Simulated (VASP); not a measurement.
# ScIn4 (P-1) in VASP: single point with PBE

Aim: the single point of ScIn4 with PBE.

All numbers are computed with VASP 6.6.1; they aren't measurements. Logs are shortened: lines on timing, memory, paths and dates and some standing lists are left out, and cuts for length are marked.

**1. The cell of the first run**

The typed cell holds 5 atoms: a = 4.264 Å, b = 5.691 Å, c = 5.752 Å, α = 83.61°, β = 68.35°, γ = 69.38°.

**2. Single point, PBE**

File INCAR:

```
SYSTEM = ScIn4
PREC = Accurate
ENCUT = 520
EDIFF = 1E-6
ISMEAR = 0
SIGMA = 0.1
LREAL = .False.
LASPH = .True.
NELM = 100
ALGO = Fast
ISIF = 2
LWAVE = .False.
LCHARG = .True.
GGA = PE
LELF = .True.
LVHAR = .True.
NBANDS = 40
```

File KPOINTS:

```
regular mesh
0
Gamma
  6 4 4
  0 0 0
```

File POSCAR:

```
ScIn4
1.0
    4.2642310048      0.0000000000      0.0000000000
    2.0039353225      5.3270327776      0.0000000000
    2.1223508495     -0.1148176916      5.3450038201
Sc In
1 4
Direct
    0.0000000000      0.0000000000      0.5000000000
    0.8057505740      0.8049245776      0.0897804297
    0.3927221444      0.4059368557      0.3073762077
    0.6072778556      0.5940631443      0.6926237923
    0.1942494260      0.1950754224      0.9102195703
```

Potentials or basis: VASP PAW PBE potentials, release 64 (Sc_sv, In_d).

Command:

```sh
cat potpaw_PBE.64/Sc_sv/POTCAR potpaw_PBE.64/In_d/POTCAR > POTCAR
mpirun -np 1 vasp_std > vasp.out
```

OUTCAR:

```text
SYSTEM = ScIn4
   PREC = Accurate
   ENCUT = 520
   EDIFF = 1E-6
   ISMEAR = 0
   LREAL = .False.
   LASPH = .True.
   NELM = 100
   ISIF = 2
   GGA = PE

 ion  position               nearest neighbor table
   1  0.000  0.000  0.500-   3 3.19   4 3.19   2 3.19   5 3.19   2 3.24   5 3.24   3 3.26   4 3.26
                             4 3.31   3 3.31   5 3.34   2 3.34
   2  0.806  0.805  0.090-   5 3.09   4 3.18   1 3.19   5 3.19   4 3.21   3 3.22   1 3.24   3 3.27
                             1 3.34   5 3.37   3 3.38   4 3.44
   3  0.393  0.406  0.307-   4 3.10   4 3.13   5 3.18   1 3.19   5 3.21   2 3.22   1 3.26   2 3.27
                             1 3.31   2 3.38   5 3.44   4 3.46
   4  0.607  0.594  0.693-   3 3.10   3 3.13   2 3.18   1 3.19   2 3.21   5 3.22   1 3.26   5 3.27
                             1 3.31   5 3.38   2 3.44   3 3.46
   5  0.194  0.195  0.910-   2 3.09   3 3.18   1 3.19   2 3.19   3 3.21   4 3.22   1 3.24   4 3.27
                             1 3.34   2 3.37   4 3.38   3 3.44

  LATTYP: Found a triclinic cell.
 ALAT       =     5.7520971886
 B/A-ratio  =     1.3262439906
 C/A-ratio  =     1.2981258194
 COS(alpha) =     0.0033115532
 COS(beta)  =     0.6444111384
 COS(gamma) =     0.6710250527

  Lattice vectors:

 A1 = (  -2.1223508495,   0.1148176916,  -5.3450038201)
 A2 = (  -0.1184155270,   5.4418504692,  -5.3450038201)
 A3 = (   0.1379448328,  -5.2122150860,  -5.3450038201)

Analysis of symmetry for initial positions (statically):
=====================================================================
 Subroutine PRICEL returns:
 Original cell was already a primitive cell.

 Routine SETGRP: Setting up the symmetry group for a
 triclinic supercell.

 Subroutine GETGRP returns: Found  2 space group operations
 (whereof  2 operations were pure point group operations)
 out of a pool of  2 trial point group operations.

The static configuration has the point symmetry S_2 .

Analysis of symmetry for dynamics (positions and initial velocities):
=====================================================================
 Subroutine PRICEL returns:
 Original cell was already a primitive cell.

 Routine SETGRP: Setting up the symmetry group for a
 triclinic supercell.

 Subroutine GETGRP returns: Found  2 space group operations
 (whereof  2 operations were pure point group operations)
 out of a pool of  2 trial point group operations.

The dynamic configuration has the point symmetry S_2 .

 Subroutine INISYM returns: Found  2 space group operations
 (whereof  2 operations are pure point group operations),
 and found     1 'primitive' translations

----------------------------------------------------------------------------------------

                                     Primitive cell

  volume of cell :     121.4155

  direct lattice vectors                    reciprocal lattice vectors
     4.264231005  0.000000000  0.000000000     0.234508871 -0.088218081 -0.095011924
     2.003935322  5.327032778  0.000000000     0.000000000  0.187721766  0.004032510
     2.122350850 -0.114817692  5.345003820     0.000000000  0.000000000  0.187090605

  length of vectors
     4.264231005  5.691487942  5.752097189     0.267962882  0.187765073  0.187090605

  position of ions in fractional coordinates (direct lattice)
     0.000000000  0.000000000  0.500000000
     0.805750574  0.804924578  0.089780430
     0.392722144  0.405936856  0.307376208
     0.607277856  0.594063144  0.692623792
     0.194249426  0.195075422  0.910219570

  ion indices of the primitive-cell ions
   primitive index   ion index
                 1           1
                 2           2
                 3           3
                 4           4
                 5           5

----------------------------------------------------------------------------------------

 KPOINTS: regular mesh

Automatic generation of k-mesh.
 Grid dimensions read from file:
 generate k-points for:    6    4    4

 Generating k-lattice:

  Cartesian coordinates                     Fractional coordinates (reciprocal lattice)
     0.039084812 -0.014703014 -0.015835321     0.166666667  0.000000000  0.000000000
     0.000000000  0.046930441  0.001008127     0.000000000  0.250000000  0.000000000
     0.000000000  0.000000000  0.046772651     0.000000000  0.000000000  0.250000000

  Length of vectors
     0.044660480  0.046941268  0.046772651

  Shift w.r.t. Gamma in fractional coordinates (k-lattice)
     0.000000000  0.000000000  0.000000000

 Subroutine IBZKPT returns following result:
 ===========================================

 Found     52 irreducible k-points:

 Following reciprocal coordinates:
            Coordinates               Weight
  0.000000  0.000000  0.000000      1.000000
  0.166667  0.000000 -0.000000      2.000000
  0.333333  0.000000  0.000000      2.000000
  0.500000  0.000000 -0.000000      1.000000
  0.000000  0.250000  0.000000      2.000000
  0.166667  0.250000  0.000000      2.000000
[... 16 lines left out ...]
  0.333333  0.250000  0.250000      2.000000
  0.500000  0.250000  0.250000      2.000000
 [... further k-points ...]
   k-points           NKPTS =     52   k-points in BZ     NKDIM =     52   number of bands    NBANDS=     40
   number of dos      NEDOS =    301   number of ions     NIONS =      5
   total plane-waves  NPLWV =  64512
   dimension x,y,z NGX =    32 NGY =   42 NGZ =   48
   dimension x,y,z NGXF=    64 NGYF=   84 NGZF=   96
   ions per type =               1   4
   NGX,Y,Z   is equivalent  to a cutoff of  12.48, 12.27, 13.87 a.u.
   NGXF,Y,Z  is equivalent  to a cutoff of  24.95, 24.54, 27.75 a.u.
 SYSTEM =  ScIn4
   PREC   = accura    normal or accurate (medium, high low for compatibility)
   ISTART =      0    job   : 0-new  1-cont  2-samecut
   ICHARG =      2    charge: 1-file 2-atom 10-const
   ISPIN  =      1    spin polarized calculation?
   LNONCOLLINEAR =      F non collinear calculations
   LSORBIT =      F    spin-orbit coupling
   LASPH  =      T    aspherical Exc in radial PAW
   ENCUT  =  520.0 eV  38.22 Ry    6.18 a.u.   7.93 10.58 10.70*2*pi/ulx,y,z
   NELM   =    100;   NELMIN=  2; NELMDL= -5     # of ELM steps
   EDIFF  = 0.1E-05   stopping-criterion for ELM
   LREAL  =      F    real-space projection
[... 7 lines left out ...]
   TEBEG  =    0.0;   TEEND  =   0.0 temperature during run
   PSTRESS=    0.0 pullay stress
   NELECT =      63.0000    total number of electrons
   NUPDOWN=      -1.0000    fix difference up-down
   EMIN   =  10.00;   EMAX   =-10.00  energy-range for DOS
   EFERMI =   0.00;   METHOD = LEGACY
   ISMEAR =     0;   SIGMA  =   0.10  broadening in eV -4-tet -1-fermi 0-gaus
   EFERMI_NEDOS =   21; number of points for ismear=-14 and -15
   IALGO  =     68    algorithm
   IMIX   =      4    mixing-type and parameters
     AMIX     =   0.40;   BMIX     =  1.00
     AMIX_MAG =   1.60;   BMIX_MAG =  1.00
  volume/ion in A,a.u.               =      24.28       163.87
  Fermi-wavevector in a.u.,A,eV,Ry     =   1.315519  2.485970 23.546094  1.730589
  Thomas-Fermi vector in A             =   2.445695
   LORBIT       =      0    0 simple, 1 ext, 2 COOP (PROOUT), +10 PAW based schemes
   GGA     = PE    functional components
   LHFCALC =     F    Hartree Fock is set to
   AEXX    =    0.0000 exact exchange contribution
   IVDW    =     0    specifies the selected vdW correction
   LEPSILON=     F    determine dielectric tensor
   LRPA    =     F    only Hartree local field effects (RPA)
 non-spin polarized calculation
 RMM-DIIS sequential band-by-band and
 Gauss-broadening in eV      SIGMA  =   0.10
  energy-cutoff  :      520.00
  volume of cell :      121.42
 maximum number of plane-waves:      3290
   NGX = 15   NGY = 21   NGZ = 21

 number of electron      62.9999996 magnetization

 Free energy of the ion-electron system (eV)
  ---------------------------------------------------
  ext. energy  EPLUGINS =         0.00000000
  ---------------------------------------------------
  free energy    TOTEN  =       -17.24523785 eV

  energy without entropy =      -17.22653084  energy(sigma->0) =      -17.23588435

 E-fermi :   7.4999     XC(G=0): -10.4778

 val. band max:        7.4876591880   @ k =  -0.1667   0.2500   0.5000
 cond. band min:       7.5333488969   @ k =   0.0000   0.0000   0.0000
 fundamental gap:      0.0456897089
 Fermi energy:         7.4999066069

 k-point     1 :       0.0000    0.0000    0.0000
  band No.  band energies     occupation
      1     -42.6102      2.00000
      2     -21.2433      2.00000
      3     -21.2423      2.00000
      4     -21.2337      2.00000
      5      -7.2346      2.00000
      6      -7.1996      2.00000
[... 32 lines left out ...]
     39      11.6626      0.00000
     40      11.8157      0.00000

 k-point     2 :       0.1667    0.0000   -0.0000
  band No.  band energies     occupation
      1     -42.6100      2.00000
      2     -21.2465      2.00000
      3     -21.2422      2.00000
      4     -21.2335      2.00000
      5      -7.2505      2.00000
      6      -7.2124      2.00000
[... 32 lines left out ...]
     39      10.5322      0.00000
     40      11.1511      0.00000

 k-point     3 :       0.3333    0.0000    0.0000
  band No.  band energies     occupation
      1     -42.6098      2.00000
      2     -21.2530      2.00000
      3     -21.2417      2.00000
      4     -21.2330      2.00000
      5      -7.2260      2.00000
      6      -7.2038      2.00000
[... 32 lines left out ...]
     39      10.7233      0.00000
     40      11.8259      0.00000

 k-point     4 :       0.5000    0.0000   -0.0000
  band No.  band energies     occupation
      1     -42.6096      2.00000
      2     -21.2562      2.00000
      3     -21.2414      2.00000
      4     -21.2328      2.00000
      5      -7.1992      2.00000
      6      -7.1802      2.00000
[... 32 lines left out ...]
     39      10.4731      0.00000
     40      10.9256      0.00000
[... 772 lines left out ...]
     39      10.7476      0.00000
     40      11.5582      0.00000

 k-point    23 :       0.3333    0.2500    0.2500
  band No.  band energies     occupation
      1     -42.6098      2.00000
      2     -21.2529      2.00000
      3     -21.2417      2.00000
      4     -21.2330      2.00000
      5      -7.2286      2.00000
      6      -7.2173      2.00000
[... 32 lines left out ...]
     39      10.9888      0.00000
     40      11.6744      0.00000

 k-point    24 :       0.5000    0.2500    0.2500
  band No.  band energies     occupation
      1     -42.6096      2.00000
      2     -21.2562      2.00000
      3     -21.2415      2.00000
      4     -21.2328      2.00000
      5      -7.2050      2.00000
      6      -7.1927      2.00000
[... 32 lines left out ...]
     39      12.3304      0.00000
     40      12.9889      0.00000

 [... further k-points ...]

------------------------ aborting loop because EDIFF is reached ----------------------------------------

  FORCE on cell =-STRESS in cart. coord.  units (eV):
  Direction    XX          YY          ZZ          XY          YZ          ZX
  --------------------------------------------------------------------------------------
  -------------------------------------------------------------------------------------
  Total        0.8335815      0.5234037      0.5119504      0.5541429      0.2509486      0.1690817
  in kB       10.9997934      6.9067425      6.7556066      7.3123713      3.3114733      2.2311728
  external PRESSURE =       8.2207142 kB  Pullay stress =       0.0000000 kB

 VOLUME and BASIS-vectors are now :
 -----------------------------------------------------------------------------
  energy-cutoff  :      520.00
  volume of cell :      121.42
      direct lattice vectors                 reciprocal lattice vectors
     4.264231005  0.000000000  0.000000000     0.234508871 -0.088218081 -0.095011924
     2.003935322  5.327032778  0.000000000     0.000000000  0.187721766  0.004032510
     2.122350850 -0.114817692  5.345003820     0.000000000  0.000000000  0.187090605

 POSITION                                       TOTAL-FORCE (eV/Angst)
 -----------------------------------------------------------------------------------
      1.06118     -0.05741      2.67250         0.000000     -0.000000      0.000000
      5.23947      4.27755      0.47988        -0.112121     -0.014479      0.079340
      3.14049      2.12715      1.64293        -0.030374     -0.011522     -0.015143
      5.25003      3.08507      3.70208         0.030374      0.011522      0.015143
      3.15105      0.93466      4.86513         0.112121      0.014479     -0.079340
 -----------------------------------------------------------------------------------
    total drift:                               -0.000000      0.000000     -0.000000

  FREE ENERGIE OF THE ION-ELECTRON SYSTEM (eV)
  ---------------------------------------------------
  free  energy   TOTEN  =       -17.2452378529 eV

  energy  without entropy=      -17.2265308373  energy(sigma->0) =      -17.23588435
```

Wall time 2.8 min (1 thread of Intel Xeon 6975P-C (Granite Rapids), shared host); peak memory 0.37 GiB.

What came out:

| Item | Value |
| --- | --- |
| Free energy | -17.2452 eV |
| Pressure | 0.8 GPa |
| Largest force | 0.138 eV/Å |
| Band gap on the k mesh | zero (an odd number of electrons rules out a gap without spin polarisation) |

Forces on the atoms (eV/Å):
```
Sc   0.000  0.000  0.000
In  -0.112 -0.014  0.079
In  -0.030 -0.012 -0.015
In   0.030  0.012  0.015
In   0.112  0.014 -0.079
```

Stress tensor (GPa, compression positive):
```
1.10 0.73 0.22
0.73 0.69 0.33
0.22 0.33 0.68
```

Caveat: spin-orbit coupling is left out, which moves the levels of the heavy elements.
